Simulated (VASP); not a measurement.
**C: single point with r2SCAN**

System: C, a slab with vacuum.

```
CELL_PARAMETERS angstrom
2.46498 0.00000 0.00000
-1.23249 2.13474 0.00000
0.00000 0.00000 28.47687
ATOMIC_POSITIONS crystal
C 0.00000 0.00000 0.26337
C 0.66667 0.33333 0.26337
C 0.00000 0.00000 0.38169
C 0.33333 0.66667 0.38169
C 0.00000 0.00000 0.50000
C 0.66667 0.33333 0.50000
C 0.00000 0.00000 0.61831
C 0.33333 0.66667 0.61831
C 0.00000 0.00000 0.73663
C 0.66667 0.33333 0.73663
```

* Program: VASP 6.6.1
* Task: single point
* Functional: r2SCAN
* Potentials or basis: VASP PAW PBE potentials, release 64 (C)
* Cutoff: 520 eV
* k mesh: 15 × 15 × 1
* Occupations: gaussian, width 0.1 eV
* Spin: no spin polarisation
* Dipole correction: yes
* Further INCAR settings: ALGO = Normal; EDIFF = 1e-06; NBANDS = 31

- Largest force: 0.027 eV/Å
- Band gap on the k mesh: zero (filled and empty bands touch)

Forces on the atoms (eV/Å):
```
C    0.000  0.000 -0.017
C    0.000  0.000 -0.027
C    0.000  0.000 -0.003
C    0.000  0.000  0.000
C    0.000  0.000  0.000
C    0.000  0.000  0.000
C    0.000  0.000  0.003
C    0.000  0.000  0.000
C    0.000  0.000  0.017
C    0.000  0.000  0.027
```

Levels at points of the mesh, in eV from the Fermi level:
| k point | band 17 | band 18 | band 19 | band 20 | band 21 | band 22 | band 23 | band 24 |
| --- | --- | --- | --- | --- | --- | --- | --- | --- |
| (0.00, 0.00, 0.00) | -3.19 | -3.19 | -3.19 | -3.19 | 3.90 | 4.03 | 4.75 | 5.36 |

It took 14 min on 1 thread of Intel Xeon 8259CL, with other jobs on the host, peak memory 0.31 GiB.

Caveat: the PAW data sets were made with another functional, which shifts forces and pressure a little.
